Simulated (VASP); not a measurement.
# Sc4Ta (Im-3m) in VASP: a series of runs

Sc4Ta is run at these levels: PBE; tasks: single point, relaxation of cell and atoms.

All numbers are computed with VASP 6.6.1; they aren't measurements. Logs are shortened: lines on timing, memory, paths and dates and some standing lists are left out, and cuts for length are marked.

## 1. The cell of the first run

Symmetry: Im-3m, No. 229, cubic system. The conventional cell has a = 5.698 Å, b = 5.698 Å, c = 5.698 Å, α = 90.00°, β = 90.00°, γ = 90.00°. Within 3.3 Å of Sc (site symmetry -3m) lie 2 Ta at 2.47 Å and 6 Sc at 2.85 Å. Within 3.3 Å of Ta (site symmetry m-3m) lie 8 Sc at 2.47 Å.

## 2. Single point, PBE

Input file INCAR:

```
SYSTEM = Sc4Ta
ALGO     = Normal         ! electronic algorithm
EDIFF    = 1E-6           ! SCF threshold, eV
ENCUT    = 520            ! plane-wave cutoff, eV
GGA      = PE             ! functional
ISIF     = 2              ! what is computed and relaxed
ISMEAR   = 0              ! smearing method
LASPH    = .TRUE.         ! aspherical terms in the spheres
LCHARG   = .FALSE.        ! write CHGCAR
LREAL    = .FALSE.        ! projectors in reciprocal space
LWAVE    = .FALSE.        ! write WAVECAR
NBANDS   = 36             ! bands
NELM     = 60             ! most SCF steps
PREC     = Accurate       ! precision mode
SIGMA    = 0.1            ! smearing width, eV
```

Input file KPOINTS:

```
k-points
0
G
  4 4 4
  0 0 0
```

Input file POSCAR:

```
Sc4Ta
1.0
   -2.8492312000      2.8492312000      2.8492312000
    2.8492312000     -2.8492312000      2.8492312000
    2.8492312000      2.8492312000     -2.8492312000
Sc Ta
4 1
Direct
    0.0000000000      0.0000000000      0.5000000000
    0.0000000000      0.5000000000      0.0000000000
    0.5000000000      0.0000000000      0.0000000000
    0.5000000000      0.5000000000      0.5000000000
    0.0000000000      0.0000000000      0.0000000000
```

Potentials or basis: VASP PAW PBE potentials, release 64 (Sc_sv, Ta_pv).

Started as:

```bash
> cat potpaw_PBE.64/Sc_sv/POTCAR potpaw_PBE.64/Ta_pv/POTCAR > POTCAR
> mpirun -np 1 vasp_std > vasp.out
```

OUTCAR:

```text
SYSTEM = Sc4Ta
   EDIFF = 1E-6
   ENCUT = 520
   GGA = PE
   ISIF = 2
   ISMEAR = 0
   LASPH = .TRUE.
   LREAL = .FALSE.
   NELM = 60
   PREC = Accurate

 ion  position               nearest neighbor table
   1  0.000  0.000  0.500-   5 2.47   5 2.47   4 2.85   2 2.85   3 2.85   2 2.85   3 2.85   4 2.85

   2  0.000  0.500  0.000-   5 2.47   5 2.47   4 2.85   1 2.85   3 2.85   1 2.85   4 2.85   3 2.85

   3  0.500  0.000  0.000-   5 2.47   5 2.47   4 2.85   1 2.85   4 2.85   2 2.85   1 2.85   2 2.85

   4  0.500  0.500  0.500-   5 2.47   5 2.47   3 2.85   1 2.85   3 2.85   2 2.85   1 2.85   2 2.85

   5  0.000  0.000  0.000-   1 2.47   2 2.47   3 2.47   4 2.47   1 2.47   2 2.47   3 2.47   4 2.47

  LATTYP: Found a body centered cubic cell.
 ALAT       =     5.6984624000

  Lattice vectors:

 A1 = (  -2.8492312000,   2.8492312000,   2.8492312000)
 A2 = (   2.8492312000,  -2.8492312000,   2.8492312000)
 A3 = (   2.8492312000,   2.8492312000,  -2.8492312000)

Analysis of symmetry for initial positions (statically):
=====================================================================
 Subroutine PRICEL returns:
 Original cell was already a primitive cell.

 Routine SETGRP: Setting up the symmetry group for a
 body centered cubic supercell.

 Subroutine GETGRP returns: Found 48 space group operations
 (whereof 48 operations were pure point group operations)
 out of a pool of 48 trial point group operations.

The static configuration has the point symmetry O_h .

Analysis of symmetry for dynamics (positions and initial velocities):
=====================================================================
 Subroutine PRICEL returns:
 Original cell was already a primitive cell.

 Routine SETGRP: Setting up the symmetry group for a
 body centered cubic supercell.

 Subroutine GETGRP returns: Found 48 space group operations
 (whereof 48 operations were pure point group operations)
 out of a pool of 48 trial point group operations.

The dynamic configuration has the point symmetry O_h .

 Subroutine INISYM returns: Found 48 space group operations
 (whereof 48 operations are pure point group operations),
 and found     1 'primitive' translations

----------------------------------------------------------------------------------------

                                     Primitive cell

  volume of cell :      92.5216

  direct lattice vectors                    reciprocal lattice vectors
    -2.849231200  2.849231200  2.849231200     0.000000000  0.175485935  0.175485935
     2.849231200 -2.849231200  2.849231200     0.175485935  0.000000000  0.175485935
     2.849231200  2.849231200 -2.849231200     0.175485935  0.175485935  0.000000000

  length of vectors
     4.935013201  4.935013201  4.935013201     0.248174589  0.248174589  0.248174589

  position of ions in fractional coordinates (direct lattice)
     0.000000000  0.000000000  0.500000000
     0.000000000  0.500000000  0.000000000
     0.500000000  0.000000000  0.000000000
     0.500000000  0.500000000  0.500000000
     0.000000000  0.000000000  0.000000000

  ion indices of the primitive-cell ions
   primitive index   ion index
                 1           1
                 2           2
                 3           3
                 4           4
                 5           5

----------------------------------------------------------------------------------------

 KPOINTS: k-points

Automatic generation of k-mesh.
 Grid dimensions read from file:
 generate k-points for:    4    4    4

 Generating k-lattice:

  Cartesian coordinates                     Fractional coordinates (reciprocal lattice)
     0.000000000  0.043871484  0.043871484     0.250000000  0.000000000  0.000000000
     0.043871484  0.000000000  0.043871484     0.000000000  0.250000000  0.000000000
     0.043871484  0.043871484  0.000000000     0.000000000  0.000000000  0.250000000

  Length of vectors
     0.062043647  0.062043647  0.062043647

  Shift w.r.t. Gamma in fractional coordinates (k-lattice)
     0.000000000  0.000000000  0.000000000

[... 52 lines left out ...]

 k-point     2 :       0.2500    0.0000    0.0000
  band No.  band energies     occupation
      1     -43.3168      2.00000
      2     -43.1729      2.00000
      3     -43.1429      2.00000
      4     -43.1405      2.00000
      5     -28.1404      2.00000
      6     -28.0721      2.00000
[... 28 lines left out ...]
     35       8.1817      0.00000
     36       8.3455      0.00000

 k-point     3 :       0.5000    0.0000    0.0000
  band No.  band energies     occupation
      1     -43.2556      2.00000
      2     -43.2409      2.00000
      3     -43.1462      2.00000
      4     -43.1413      2.00000
      5     -28.1371      2.00000
      6     -27.9978      2.00000
[... 28 lines left out ...]
     35       7.4562      0.00000
     36       7.9459      0.00000

 k-point     4 :       0.2500    0.2500    0.0000
  band No.  band energies     occupation
      1     -43.2697      2.00000
      2     -43.1980      2.00000
      3     -43.1950      2.00000
      4     -43.1213      2.00000
      5     -28.0975      2.00000
      6     -28.0012      2.00000
[... 28 lines left out ...]
     35       7.7633      0.00000
     36       7.8118      0.00000

 k-point     5 :       0.2500    0.2500    0.2500
  band No.  band energies     occupation
      1     -43.1989      2.00000
      2     -43.1989      2.00000
      3     -43.1989      2.00000
      4     -43.1887      2.00000
      5     -28.0006      2.00000
      6     -28.0006      2.00000
[... 28 lines left out ...]
     35       7.9120      0.00000
     36       7.9120      0.00000

 k-point     6 :      -0.2500    0.2500    0.2500
  band No.  band energies     occupation
      1     -43.2987      2.00000
      2     -43.1972      2.00000
      3     -43.1972      2.00000
      4     -43.0896      2.00000
      5     -28.0083      2.00000
      6     -28.0018      2.00000
[... 28 lines left out ...]
     35       8.1072      0.00000
     36       8.6285      0.00000

 k-point     7 :       0.5000    0.5000    0.2500
  band No.  band energies     occupation
      1     -43.2547      2.00000
      2     -43.2473      2.00000
      3     -43.2211      2.00000
      4     -43.0690      2.00000
      5     -28.0022      2.00000
      6     -27.9290      2.00000
[... 28 lines left out ...]
     35       7.3799      0.00000
     36       8.0869      0.00000

 k-point     8 :       0.5000    0.5000    0.5000
  band No.  band energies     occupation
      1     -43.2538      2.00000
      2     -43.2538      2.00000
      3     -43.2538      2.00000
      4     -43.0389      2.00000
      5     -27.8576      2.00000
      6     -27.8576      2.00000
[... 28 lines left out ...]
     35       8.1911      0.00000
     36       8.1989      0.00000

------------------------ aborting loop because EDIFF is reached ----------------------------------------

  FORCE on cell =-STRESS in cart. coord.  units (eV):
  Direction    XX          YY          ZZ          XY          YZ          ZX
  --------------------------------------------------------------------------------------
  -------------------------------------------------------------------------------------
  Total       21.6688129     21.6688129     21.6688129     -0.0000000      0.0000000      0.0000000
  in kB      375.2343923    375.2343923    375.2343923     -0.0000000      0.0000000      0.0000000
  external PRESSURE =     375.2343923 kB  Pullay stress =       0.0000000 kB

 VOLUME and BASIS-vectors are now :
 -----------------------------------------------------------------------------
  energy-cutoff  :      520.00
  volume of cell :       92.52
      direct lattice vectors                 reciprocal lattice vectors
    -2.849231200  2.849231200  2.849231200     0.000000000  0.175485935  0.175485935
     2.849231200 -2.849231200  2.849231200     0.175485935  0.000000000  0.175485935
     2.849231200  2.849231200 -2.849231200     0.175485935  0.175485935  0.000000000

 POSITION                                       TOTAL-FORCE (eV/Angst)
 -----------------------------------------------------------------------------------
      1.42462      1.42462     -1.42462        -0.000000      0.000000      0.000000
      1.42462     -1.42462      1.42462         0.000000      0.000000      0.000000
     -1.42462      1.42462      1.42462         0.000000     -0.000000     -0.000000
      1.42462      1.42462      1.42462        -0.000000     -0.000000     -0.000000
      0.00000      0.00000      0.00000        -0.000000     -0.000000     -0.000000
 -----------------------------------------------------------------------------------
    total drift:                                0.000000     -0.000000      0.000000

  FREE ENERGIE OF THE ION-ELECTRON SYSTEM (eV)
  ---------------------------------------------------
  free  energy   TOTEN  =       -29.1401452567 eV

  energy  without entropy=      -29.1028805116  energy(sigma->0) =      -29.12151288
```

Wall time 42 s (1 thread of Intel Xeon Platinum 8375C at 2.90GHz (Ice Lake), shared host); peak memory 0.24 GiB.

What came out:

* Free energy: -29.1401 eV
* Pressure: 37.5 GPa

Levels at points of the mesh, in eV from the Fermi level:
```
           k point  band 25  band 26  band 27  band 28  band 29  band 30  band 31  band 32
(0.00, 0.00, 0.00)    -2.47    -2.04    -0.88    -0.88     1.73     1.73     1.73     3.36
(0.50, 0.00, 0.00)    -0.96    -0.51     0.00     0.26     0.61     1.02     1.03     1.25
(0.50, 0.50, 0.50)    -0.46    -0.18    -0.18    -0.18     0.13     0.13     0.13     1.49
```

Caveat: the k points lie up to 0.39 Å⁻¹ apart; spin-orbit coupling is left out, which moves the levels of the heavy elements.

## 3. Single point, PBE

This run uses another cell than the first one, of 27.55 Å³/atom, 1.489 times its volume.

Input file INCAR:

```
  ALGO = Fast
  EDIFF = 1E-6
  ENCUT = 520
  GGA = PE
  ISIF = 2
  ISMEAR = 0
  LASPH = True
  LCHARG = False
  LREAL = False
  LWAVE = False
  NBANDS = 36
  NELM = 60
  PREC = Accurate
  SIGMA = 0.1
```

Input file KPOINTS:

```
k-points
0
Gamma
  4 4 4
```

POSCAR, as its differences from that of step 2:

```diff
@@ -2,5 +2,5 @@
 1.0
-   -2.8492312000      2.8492312000      2.8492312000
-    2.8492312000     -2.8492312000      2.8492312000
-    2.8492312000      2.8492312000     -2.8492312000
+   -3.2532817451      3.2532817451      3.2532817451
+    3.2532817451     -3.2532817451      3.2532817451
+    3.2532817451      3.2532817451     -3.2532817451
 Sc Ta
```

Potentials or basis: VASP PAW PBE potentials, release 64 (Sc_sv, Ta_pv).

Started as:

```bash
> cat potpaw_PBE.64/Sc_sv/POTCAR potpaw_PBE.64/Ta_pv/POTCAR > POTCAR
> mpirun -np 1 vasp_std > vasp.out
```

Wall time 86 s (1 thread of Intel Xeon Platinum 8375C at 2.90GHz (Ice Lake), shared host); peak memory 0.27 GiB.

The run converged. Its results:

- Free energy: -33.0958 eV
- Pressure: 0.1 GPa

Levels at points of the mesh, in eV from the Fermi level:
| k point | band 26 | band 27 | band 28 | band 29 | band 30 | band 31 |
| --- | --- | --- | --- | --- | --- | --- |
| (0.00, 0.00, 0.00) | -1.52 | -0.29 | -0.29 | 1.27 | 1.27 | 1.27 |
| (0.50, 0.00, 0.00) | -0.56 | -0.16 | -0.06 | 0.25 | 0.27 | 0.69 |
| (0.50, 0.50, 0.50) | 0.04 | 0.04 | 0.04 | 0.35 | 0.35 | 0.35 |

Caveat: spin-orbit coupling is left out, which moves the levels of the heavy elements.

## 4. Relaxation of cell and atoms, PBE

Input file INCAR:

```
ALGO = Normal ; EDIFF = 1E-6
EDIFFG = -0.04 ; ENCUT = 600
GGA = PE ; IBRION = 2
ISIF = 3 ; ISMEAR = 0
LASPH = T ; LCHARG = F
LREAL = F ; LWAVE = F
NELM = 60 ; NSW = 90
PREC = Accurate ; SIGMA = 0.1
```

KPOINTS is that of step 3.

POSCAR, as its differences from that of step 3:

```diff
@@ -2,5 +2,5 @@
 1.0
-   -3.2532817451      3.2532817451      3.2532817451
-    3.2532817451     -3.2532817451      3.2532817451
-    3.2532817451      3.2532817451     -3.2532817451
+   -2.8492312000      2.8492312000      2.8492312000
+    2.8492312000     -2.8492312000      2.8492312000
+    2.8492312000      2.8492312000     -2.8492312000
 Sc Ta
```

Started as:

```bash
> cat potpaw_PBE.64/Sc_sv/POTCAR potpaw_PBE.64/Ta_pv/POTCAR > POTCAR
> mpirun -np 1 vasp_std > vasp.out
```

Run time: 3.1 min. Hardware: 1 thread of Intel Xeon Platinum 8375C at 2.90GHz (Ice Lake), shared host; peak memory 0.26 GiB.

It converged, with:

```yaml
Free_energy: -33.0813 eV
Relaxed_volume: 27.62 Å³/atom
Relaxed_cell: a = 5.640 Å, b = 5.640 Å, c = 5.640 Å, α = 109.47°, β = 109.47°, γ = 109.47°
Space_group_after_relaxing_to_0.05_Å: Im-3m (No. 229)
Energy_gained_by_relaxing: 788.0 meV/atom
Ionic_steps: 4
Pressure_after_relaxing: 0.0 GPa
```

The path:
| step | energy change (eV) | largest force (eV/Å) | pressure (GPa) | volume (Å³) |
| --- | --- | --- | --- | --- |
| 1 | 0.0000 | 0.0000 | 37.58 | 92.52 |
| 2 | -3.3738 | 0.0000 | -6.27 | 163.66 |
| 3 | -3.9383 | 0.0000 | 0.43 | 136.70 |
| 4 | -3.9400 | 0.0000 | -0.04 | 138.08 |

Final structure:
```
CELL_PARAMETERS angstrom
-3.25605 3.25605 3.25605
3.25605 -3.25605 3.25605
3.25605 3.25605 -3.25605
ATOMIC_POSITIONS crystal
Sc 0.00000 0.00000 0.50000
Sc 0.00000 0.50000 0.00000
Sc 0.50000 0.00000 0.00000
Sc 0.50000 0.50000 0.50000
Ta 0.00000 0.00000 0.00000
```

Levels at points of the mesh, in eV from the Fermi level:
```csv
k point,band 26,band 27,band 28,band 29,band 30,band 31
"(0.00, 0.00, 0.00)",-1.52,-0.29,-0.29,1.27,1.27,1.27
"(0.50, 0.00, 0.00)",-0.56,-0.16,-0.06,0.25,0.27,0.68
"(0.50, 0.50, 0.50)",0.04,0.04,0.04,0.35,0.35,0.35
```

Caveat: the k points lie up to 0.34 Å⁻¹ apart in the final cell; the volume moved by over 15 % at a fixed basis, so the end points are rough; spin-orbit coupling is left out, which moves the levels of the heavy elements.

## 5. Single point, PBE

This run uses another cell than the first one, of 27.45 Å³/atom, 1.484 times its volume.

Input file INCAR:

```
SYSTEM = Sc4Ta
PREC = Accurate
ENCUT = 520
EDIFF = 1E-6
ISMEAR = 0
SIGMA = 0.1
LREAL = .FALSE.
LASPH = .TRUE.
NELM = 80
ALGO = Fast
ISIF = 2
LWAVE = .FALSE.
LCHARG = .FALSE.
GGA = PE
NBANDS = 36
```

Input file KPOINTS:

```
regular mesh
0
G
  8 8 8
  0 0 0
```

POSCAR, as its differences from that of step 4:

```diff
@@ -2,5 +2,5 @@
 1.0
-   -2.8492312000      2.8492312000      2.8492312000
-    2.8492312000     -2.8492312000      2.8492312000
-    2.8492312000      2.8492312000     -2.8492312000
+   -3.2496375266      3.2496375266      3.2496375266
+    3.2496375266     -3.2496375266      3.2496375266
+    3.2496375266      3.2496375266     -3.2496375266
 Sc Ta
```

Started as:

```bash
> cat potpaw_PBE.64/Sc_sv/POTCAR potpaw_PBE.64/Ta_pv/POTCAR > POTCAR
> mpirun -np 1 vasp_std > vasp.out
```

Run time: 4.8 min. Hardware: 1 thread of Intel Xeon Platinum 8375C at 2.90GHz (Ice Lake), shared host; peak memory 0.33 GiB.

The run converged. Its results:

```yaml
Free_energy: -33.1285 eV
Pressure: 0.0 GPa
```

Levels at points of the mesh, in eV from the Fermi level:
```
           k point  band 26  band 27  band 28  band 29  band 30  band 31
(0.00, 0.00, 0.00)    -1.55    -0.32    -0.32     1.25     1.25     1.25
(0.50, 0.00, 0.00)    -0.58    -0.17    -0.07     0.24     0.25     0.67
(0.50, 0.50, 0.50)     0.02     0.02     0.02     0.33     0.33     0.33
```

Caveat: spin-orbit coupling is left out, which moves the levels of the heavy elements.

## 6. Relaxation of cell and atoms, PBE

This run uses another cell than the first one, of 27.55 Å³/atom, 1.489 times its volume.

Input file INCAR:

```
PREC = Accurate ; ENCUT = 600
EDIFF = 1E-7 ; ISMEAR = 0
SIGMA = 0.1 ; LREAL = False
LASPH = True ; NELM = 100
ALGO = Fast ; ISIF = 3
LWAVE = False ; LCHARG = False
GGA = PE ; IBRION = 2
NSW = 100 ; EDIFFG = -0.01
```

Input file KPOINTS:

```
regular mesh
0
Gamma
  8 8 8
```

POSCAR, as its differences from that of step 5:

```diff
@@ -2,5 +2,5 @@
 1.0
-   -3.2496375266      3.2496375266      3.2496375266
-    3.2496375266     -3.2496375266      3.2496375266
-    3.2496375266      3.2496375266     -3.2496375266
+   -3.2532817451      3.2532817451      3.2532817451
+    3.2532817451     -3.2532817451      3.2532817451
+    3.2532817451      3.2532817451     -3.2532817451
 Sc Ta
```

Potentials or basis: VASP PAW PBE potentials, release 64 (Sc_sv, Ta_pv).

Started as:

```bash
> cat potpaw_PBE.64/Sc_sv/POTCAR potpaw_PBE.64/Ta_pv/POTCAR > POTCAR
> mpirun -np 1 vasp_std > vasp.out
```

It took 15 min on 1 thread of Intel Xeon Platinum 8375C at 2.90GHz (Ice Lake), shared host; peak memory 0.43 GiB.

It converged, with:

```yaml
Free_energy: -33.1292 eV
Relaxed_volume: 27.49 Å³/atom
Relaxed_cell: a = 5.631 Å, b = 5.631 Å, c = 5.631 Å, α = 109.47°, β = 109.47°, γ = 109.47°
Space_group_after_relaxing_to_0.05_Å: Im-3m (No. 229)
Energy_gained_by_relaxing: 0.0 meV/atom
Ionic_steps: 2
Pressure_after_relaxing: 0.0 GPa
```

Final structure:
```
Sc Ta
1.0
    -3.25114    3.25114    3.25114
     3.25114   -3.25114    3.25114
     3.25114    3.25114   -3.25114
Sc Ta
4 1
Direct
  0.00000 0.00000 0.50000
  0.00000 0.50000 0.00000
  0.50000 0.00000 0.00000
  0.50000 0.50000 0.50000
  0.00000 0.00000 0.00000
```

Levels at points of the mesh, in eV from the Fermi level:
```
           k point  band 26  band 27  band 28  band 29  band 30  band 31
(0.00, 0.00, 0.00)    -1.54    -0.32    -0.32     1.25     1.25     1.26
(0.50, 0.00, 0.00)    -0.58    -0.18    -0.07     0.24     0.25     0.67
(0.50, 0.50, 0.50)     0.02     0.02     0.02     0.33     0.33     0.39
```

Caveat: spin-orbit coupling is left out, which moves the levels of the heavy elements.

## 7. Overview

```tsv
task	cell	k mesh	cutoff (eV)	gap on the mesh (eV)	pressure (GPa)	relaxed volume (Å³/atom)
single point	a = 4.935 Å, angles 109.5°, 5 atoms	4 × 4 × 4	520	none	37.5	-
single point	a = 5.635 Å, angles 109.5°, 5 atoms	4 × 4 × 4	520	none	0.1	-
relaxation of cell and atoms	relaxed from a = 4.935 Å, angles 109.5°, 5 atoms	4 × 4 × 4	600	none	0.0	27.62
single point	a = 5.629 Å, angles 109.5°, 5 atoms	8 × 8 × 8	520	none	0.0	-
relaxation of cell and atoms	relaxed from a = 5.635 Å, angles 109.5°, 5 atoms	8 × 8 × 8	600	none	0.0	27.49
```

Alike in all rows: level PBE; potentials or basis VASP PAW PBE potentials, release 64 (Sc_sv, Ta_pv); no spin polarisation; smearing gaussian 0.1 eV.

Caveats: some runs use coarse meshes; spin-orbit coupling is left out, which moves the levels of the heavy elements; the volume moved by over 15 % at a fixed basis, so the end points are rough (some runs).

Absolute energies hang on the potentials; compare differences alone.
